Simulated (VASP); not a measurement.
Write the native input for VASP 6.6.1 that does the following.

```
Task                   : single point
Functional             : PBEsol
Potentials or basis    : VASP PAW PBE potentials, release 64 (Hf_pv)
Cutoff                 : 520 eV
k mesh                 : 13 × 13 × 13
Occupations            : fermi-dirac, width 0.08 eV
Spin                   : no spin polarisation
Dipole correction      : no
Further INCAR settings : ALGO = Normal; EDIFF = 1e-07; NBANDS = 11
```

The structure of Hf lies in POSCAR:

```
Hf
1.0
    2.3045452271      0.0000000000      0.0000000000
    0.0000000000      2.3045452271      0.0000000000
    0.0000000000      0.0000000000      2.3045452271
Hf
1
Direct
    0.0000000000      0.0000000000      0.0000000000
```

This cell differs from its parent crystal: volume scaled by 0.52.

One way to write it, as run:

INCAR

```
PREC     = Accurate       # precision mode
ENCUT    = 520            # plane-wave cutoff, eV
EDIFF    = 1E-7           # SCF threshold, eV
ISMEAR   = -1             # smearing method
SIGMA    = 0.08           # smearing width, eV
LREAL    = False          # projectors in reciprocal space
LASPH    = True           # aspherical terms in the spheres
NELM     = 80             # most SCF steps
ALGO     = Normal         # electronic algorithm
ISIF     = 2              # what is computed and relaxed
LWAVE    = False          # write WAVECAR
LCHARG   = False          # write CHGCAR
GGA      = PS             # functional
NBANDS   = 11             # bands
```

KPOINTS

```
regular mesh
0
Gamma
  13 13 13
```

Potentials or basis: VASP PAW PBE potentials, release 64 (Hf_pv).

Run with:

```sh
$ cat potpaw_PBE.64/Hf_pv/POTCAR > POTCAR
$ mpirun -np 1 vasp_std > vasp.out
```

It gave:

- Pressure: 182.1 GPa
- Band gap on the k mesh: zero (band 5 reaches 11.08 eV, above the bottom of band 6 at 4.65 eV)

Caveat: the PAW data sets were made with another functional, which shifts forces and pressure a little; spin-orbit coupling is left out, which moves the levels of the heavy elements.

Wall time 7.5 s on 1 thread of AMD EPYC 7R13, with other jobs on the host, peak memory 0.1 GiB.
